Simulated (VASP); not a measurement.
# SiNi3 (Pm-3m) in VASP: notebook, part 2 of 2

VASP 6.6.1. The steps go on from the part before.

## 3. Relaxation of cell and atoms, LDA

This run uses another cell than the first one, of 10.78 Å³/atom.

Contents of INCAR:

```
PREC = Accurate
ENCUT = 600
EDIFF = 1E-7
ISMEAR = 0
SIGMA = 0.1
LREAL = False
LASPH = True
NELM = 80
ALGO = Fast
ISIF = 3
LWAVE = False
LCHARG = False
IBRION = 2
NSW = 70
EDIFFG = -0.005
```

Contents of KPOINTS:

```
Automatic mesh
0
Gamma
  12 12 12
```

Contents of POSCAR:

```
SiNi3
1.0
    3.5062675435      0.0000000000      0.0000000000
    0.0000000000      3.5062675435      0.0000000000
    0.0000000000      0.0000000000      3.5062675435
Si Ni
1 3
Direct
    0.0000000000      0.0000000000      0.0000000000
    0.0000000000      0.5000000000      0.5000000000
    0.5000000000      0.0000000000      0.5000000000
    0.5000000000      0.5000000000      0.0000000000
```

Potentials or basis: VASP PAW LDA potentials, release 64 (Si, Ni).

The run is started by

```console
> cat potpaw_LDA.64/Si/POTCAR potpaw_LDA.64/Ni/POTCAR > POTCAR
> mpirun -np 1 vasp_std > vasp.out
```

OUTCAR:

```text
PREC = Accurate
   ENCUT = 600
   EDIFF = 1E-7
   ISMEAR = 0
   LREAL = False
   LASPH = True
   NELM = 80
   ISIF = 3
   IBRION = 2
   NSW = 70
   EDIFFG = -0.005

 ion  position               nearest neighbor table
   1  0.000  0.000  0.000-   2 2.48   3 2.48   4 2.48   2 2.48   3 2.48   2 2.48   4 2.48   2 2.48
                             3 2.48   4 2.48   3 2.48   4 2.48
   2  0.000  0.500  0.500-   1 2.48   3 2.48   4 2.48   1 2.48   4 2.48   1 2.48   3 2.48   1 2.48
                             3 2.48   4 2.48   4 2.48   3 2.48
   3  0.500  0.000  0.500-   1 2.48   2 2.48   4 2.48   1 2.48   4 2.48   2 2.48   4 2.48   4 2.48
                             1 2.48   2 2.48   1 2.48   2 2.48
   4  0.500  0.500  0.000-   1 2.48   2 2.48   3 2.48   2 2.48   3 2.48   1 2.48   3 2.48   3 2.48
                             1 2.48   2 2.48   2 2.48   1 2.48

  LATTYP: Found a simple cubic cell.
 ALAT       =     3.5062675435

  Lattice vectors:

 A1 = (   3.5062675435,   0.0000000000,   0.0000000000)
 A2 = (   0.0000000000,   3.5062675435,   0.0000000000)
 A3 = (   0.0000000000,   0.0000000000,   3.5062675435)

Analysis of symmetry for initial positions (statically):
=====================================================================
 Subroutine PRICEL returns:
 Original cell was already a primitive cell.

 Routine SETGRP: Setting up the symmetry group for a
 simple cubic supercell.

 Subroutine GETGRP returns: Found 48 space group operations
 (whereof 48 operations were pure point group operations)
 out of a pool of 48 trial point group operations.

The static configuration has the point symmetry O_h .

Analysis of symmetry for dynamics (positions and initial velocities):
=====================================================================
 Subroutine PRICEL returns:
 Original cell was already a primitive cell.

 Routine SETGRP: Setting up the symmetry group for a
 simple cubic supercell.

 Subroutine GETGRP returns: Found 48 space group operations
 (whereof 48 operations were pure point group operations)
 out of a pool of 48 trial point group operations.

The dynamic configuration has the point symmetry O_h .

 Subroutine INISYM returns: Found 48 space group operations
 (whereof 48 operations are pure point group operations),
 and found     1 'primitive' translations

----------------------------------------------------------------------------------------

                                     Primitive cell

  volume of cell :      43.1057

  direct lattice vectors                    reciprocal lattice vectors
     3.506267543  0.000000000  0.000000000     0.285203564  0.000000000  0.000000000
     0.000000000  3.506267543  0.000000000     0.000000000  0.285203564  0.000000000
     0.000000000  0.000000000  3.506267543     0.000000000  0.000000000  0.285203564

  length of vectors
     3.506267543  3.506267543  3.506267543     0.285203564  0.285203564  0.285203564

  position of ions in fractional coordinates (direct lattice)
     0.000000000  0.000000000  0.000000000
     0.000000000  0.500000000  0.500000000
[... 43 lines left out ...]
  0.416667  0.000000  0.000000      6.000000
[... 16 lines left out ...]
  0.333333  0.333333  0.000000     12.000000
  0.416667  0.333333  0.000000     24.000000
 [... further k-points ...]
   k-points           NKPTS =     84   k-points in BZ     NKDIM =     84   number of bands    NBANDS=     21
   number of dos      NEDOS =    301   number of ions     NIONS =      4
   total plane-waves  NPLWV =  21952
   dimension x,y,z NGX =    28 NGY =   28 NGZ =   28
   dimension x,y,z NGXF=    56 NGYF=   56 NGZF=   56
   ions per type =               1   3
   NGX,Y,Z   is equivalent  to a cutoff of  13.28, 13.28, 13.28 a.u.
   NGXF,Y,Z  is equivalent  to a cutoff of  26.55, 26.55, 26.55 a.u.
 SYSTEM =  unknown system
   PREC   = accura    normal or accurate (medium, high low for compatibility)
   ISTART =      0    job   : 0-new  1-cont  2-samecut
   ICHARG =      2    charge: 1-file 2-atom 10-const
   ISPIN  =      1    spin polarized calculation?
   LNONCOLLINEAR =      F non collinear calculations
   LSORBIT =      F    spin-orbit coupling
   LASPH  =      T    aspherical Exc in radial PAW
   ENCUT  =  600.0 eV  44.10 Ry    6.64 a.u.   7.00  7.00  7.00*2*pi/ulx,y,z
   NELM   =     80;   NELMIN=  2; NELMDL= -5     # of ELM steps
   EDIFF  = 0.1E-06   stopping-criterion for ELM
   LREAL  =      F    real-space projection
   EDIFFG = -.5E-02   stopping-criterion for IOM
   NSW    =     70    number of steps for IOM
   IBRION =      2    ionic relax: 0-MD 1-quasi-New 2-CG
   NFREE  =      1    steps in history (QN), initial steepest desc. (CG)
   ISIF   =      3    stress and relaxation
   ISYM   =      2    0-nonsym 1-usesym 2-fastsym
   POTIM  = 0.5000    time-step for ionic-motion
   TEBEG  =    0.0;   TEEND  =   0.0 temperature during run
   PSTRESS=    0.0 pullay stress
   NELECT =      34.0000    total number of electrons
   NUPDOWN=      -1.0000    fix difference up-down
   EMIN   =  10.00;   EMAX   =-10.00  energy-range for DOS
   EFERMI =   0.00;   METHOD = LEGACY
   ISMEAR =     0;   SIGMA  =   0.10  broadening in eV -4-tet -1-fermi 0-gaus
   EFERMI_NEDOS =   21; number of points for ismear=-14 and -15
   IALGO  =     68    algorithm
   IMIX   =      4    mixing-type and parameters
     AMIX     =   0.40;   BMIX     =  1.00
     AMIX_MAG =   1.60;   BMIX_MAG =  1.00
  volume/ion in A,a.u.               =      10.78        72.72
  Fermi-wavevector in a.u.,A,eV,Ry     =   1.512595  2.858391 31.129376  2.287945
  Thomas-Fermi vector in A             =   2.622499
   LORBIT       =      0    0 simple, 1 ext, 2 COOP (PROOUT), +10 PAW based schemes
   GGA     = CA    functional components
   LHFCALC =     F    Hartree Fock is set to
   AEXX    =    0.0000 exact exchange contribution
   IVDW    =     0    specifies the selected vdW correction
   LEPSILON=     F    determine dielectric tensor
   LRPA    =     F    only Hartree local field effects (RPA)
 conjugate gradient relaxation of ions
 non-spin polarized calculation
 RMM-DIIS sequential band-by-band and
 Gauss-broadening in eV      SIGMA  =   0.10
  energy-cutoff  :      600.00
  volume of cell :       43.11
 maximum number of plane-waves:      1472
   NGX = 15   NGY = 15   NGZ = 15

--------------------------------------- Ionic step        1  -------------------------------------------

 number of electron      33.9999979 magnetization

 Free energy of the ion-electron system (eV)
  ---------------------------------------------------
  ext. energy  EPLUGINS =         0.00000000
  ---------------------------------------------------
  free energy    TOTEN  =       -27.79201746 eV

  energy without entropy =      -27.78217626  energy(sigma->0) =      -27.78709686

------------------------ aborting loop because EDIFF is reached ----------------------------------------

  FORCE on cell =-STRESS in cart. coord.  units (eV):
  Direction    XX          YY          ZZ          XY          YZ          ZX
  --------------------------------------------------------------------------------------
  -------------------------------------------------------------------------------------
  Total       -3.9720871     -3.9720871     -3.9720871      0.0000000      0.0000000     -0.0000000
  in kB     -147.6366532   -147.6366532   -147.6366532      0.0000000      0.0000000     -0.0000000
  external PRESSURE =    -147.6366532 kB  Pullay stress =       0.0000000 kB
[... 139 lines left out ...]
--------------------------------------- Ionic step        5  -------------------------------------------

 number of electron      33.9999983 magnetization

 Free energy of the ion-electron system (eV)
  ---------------------------------------------------
  ext. energy  EPLUGINS =         0.00000000
  ---------------------------------------------------
  free energy    TOTEN  =       -27.92958889 eV

  energy without entropy =      -27.92019872  energy(sigma->0) =      -27.92489381

 E-fermi :  11.4618     XC(G=0): -13.7433

 val. band max:       11.4523369564   @ k =   0.0833   0.0833   0.0000
 cond. band min:      11.4963647176   @ k =   0.4167   0.4167   0.3333
 fundamental gap:      0.0440277612
 Fermi energy:        11.4617707184

 k-point     1 :       0.0000    0.0000    0.0000
  band No.  band energies     occupation
      1      -0.9296      2.00000
      2       6.1613      2.00000
      3       7.0005      2.00000
      4       7.0005      2.00000
      5       7.5396      2.00000
      6       7.5396      2.00000
[... 565 lines left out ...]
     20      16.2088      0.00000
     21      17.8888      0.00000

 [... further k-points ...]

------------------------ aborting loop because EDIFF is reached ----------------------------------------

  FORCE on cell =-STRESS in cart. coord.  units (eV):
  Direction    XX          YY          ZZ          XY          YZ          ZX
  --------------------------------------------------------------------------------------
  -------------------------------------------------------------------------------------
  Total       -0.0089432     -0.0089432     -0.0089432      0.0000000     -0.0000000      0.0000000
  in kB       -0.3553411     -0.3553411     -0.3553411      0.0000000     -0.0000000      0.0000000
  external PRESSURE =      -0.3553411 kB  Pullay stress =       0.0000000 kB
[... 19 lines left out ...]
  FREE ENERGIE OF THE ION-ELECTRON SYSTEM (eV)
  ---------------------------------------------------
  free  energy   TOTEN  =       -27.9295888888 eV

  energy  without entropy=      -27.9201987238  energy(sigma->0) =      -27.92489381

 reached required accuracy - stopping structural energy minimisation
```

CONTCAR:

```text
SiNi3
   1.00000000000000
     3.4291417256912284    0.0000000000000000   -0.0000000000000000
     0.0000000000000000    3.4291417256912284   -0.0000000000000000
     0.0000000000000000    0.0000000000000000    3.4291417256912284
  Si              Ni
     1     3
Direct
     1.0000000000000000    1.0000000000000000    1.0000000000000000
     0.0000000000000000    0.5000000000000000    0.5000000000000000
     0.5000000000000000    0.0000000000000000    0.5000000000000000
     0.5000000000000000    0.5000000000000000    1.0000000000000000

  0.00000000E+00  0.00000000E+00  0.00000000E+00
  0.00000000E+00  0.00000000E+00  0.00000000E+00
  0.00000000E+00  0.00000000E+00  0.00000000E+00
  0.00000000E+00  0.00000000E+00  0.00000000E+00
```

Wall time 8.2 min (1 thread of AMD EPYC 7R13, shared host); peak memory 0.18 GiB.

What came out:

- Free energy: -27.9296 eV
- Relaxed volume: 10.08 Å³/atom
- Relaxed cell: a = 3.429 Å, b = 3.429 Å, c = 3.429 Å, α = 90.00°, β = 90.00°, γ = 90.00°
- Space group after relaxing (to 0.1 Å): Pm-3m (No. 221)
- Energy gained by relaxing: 34.4 meV/atom
- Ionic steps: 5
- Pressure after relaxing: 0.0 GPa
- Band gap on the k mesh: zero (bands 17 and 18 overlap by 0.26 eV)

Step by step:
```csv
step,energy change (eV),largest force (eV/Å),pressure (GPa),volume (Å³)
1,0.0000,0.0000,-14.76,43.11
2,0.0869,0.0000,24.64,37.20
3,-0.1375,0.0000,-0.59,40.37
4,-0.1376,0.0000,0.11,40.29
5,-0.1376,0.0000,-0.04,40.32
```

Final structure:
```
Si Ni
1.0
     3.42914    0.00000    0.00000
     0.00000    3.42914    0.00000
     0.00000    0.00000    3.42914
Si Ni
1 3
Direct
  0.00000 0.00000 0.00000
  0.00000 0.50000 0.50000
  0.50000 0.00000 0.50000
  0.50000 0.50000 0.00000
```

Spin polarisation is off, so any magnetic state and its effect on volume and gap are missing. Zero-point motion and thermal expansion aren't in these numbers.
